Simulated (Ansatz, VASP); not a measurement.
**Hf3N in VASP and in Ansatz**

```xyz
8
Lattice="5.7677 0.0000 0.0000 -2.8839 4.9950 0.0000 0.0000 0.0000 4.6295" Properties=species:S:1:pos:R:3 pbc="T T T"
Hf    2.8839    3.3267    1.1574
Hf   -1.4390    4.1608    3.4721
Hf    1.4448    0.8342    1.1574
Hf    0.0000    1.6683    3.4721
Hf    4.3229    0.8342    1.1574
Hf    1.4390    4.1608    3.4721
N     0.0000    3.3300    1.1574
N     2.8839    1.6650    3.4721
```

Alike in both runs: task single point; functional PBE; k mesh 6 × 6 × 4; occupations gaussian, width 0.1 eV; no spin polarisation.

|  | VASP | Ansatz |
| --- | --- | --- |
| version | VASP 6.6.1 | Ansatz 0.2.0 |
| potentials or method | VASP PAW PBE potentials, release 64 (Hf_pv, N), cutoff 520 eV | scalar-relativistic, plane waves, PAW |
| valence electrons in the cell | 70 | 166 |

Ansatz gave:

* gap on the k mesh at the Fermi level (eV): none
* pressure (GPa): 6.5
* traceless stress, the component that is largest in VASP (GPa): 4.68
* rms of the force components (eV/Å): 0.633

Q: Which values does VASP return?

A: gap on the k mesh at the Fermi level (eV): none; pressure (GPa): 5.8; traceless stress, the component that is largest in VASP (GPa): 4.59; rms of the force components (eV/Å): 0.620.

Atom by atom the forces differ by 0.013 eV/Å (rms over components). A gap of «none» marks a metal or a gap that the smearing closes. The functional is the same, so the differences come from potentials, cutoffs and numerics. VASP's potentials hold 70 valence electrons a cell and Ansatz's 166, so a difference there can come from the potentials and not from the codes.

Neither program's run includes spin-orbit coupling.
